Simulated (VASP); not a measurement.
ReP:

```
Re P
1.0
     0.00000    2.45680    2.45680
     2.45680    0.00000    2.45680
     2.45680    2.45680    0.00000
Re P
1 1
Direct
  0.50000 0.50000 0.50000
  0.00000 0.00000 0.00000
```

Base run:

```yaml
Program: VASP 6.6.1
Functional: r2SCAN
Potentials_or_basis: VASP PAW PBE potentials, release 64 (Re, P)
Cutoff: 660 eV
k_mesh: 12 × 12 × 12
Occupations: gaussian, width 0.05 eV
Spin: no spin polarisation
```

Its results: band gap on the k mesh zero (bands 6 and 7 overlap by 0.80 eV); pressure -1.9 GPa.

Question: The run is repeated on the same cell with these changes: functional from r2SCAN to PBE; cutoff from 660 eV to 600 eV; k mesh from 12 × 12 × 12 to 8 × 8 × 8. What comes out?

Answer: Band gap on the k mesh zero (bands 6 and 7 overlap by 0.51 eV); pressure 0.9 GPa.

Several settings changed at once.

Caveats: spin-orbit coupling is left out, which moves the levels of the heavy elements; the PAW data sets were made with another functional, which shifts forces and pressure a little (at least some runs).
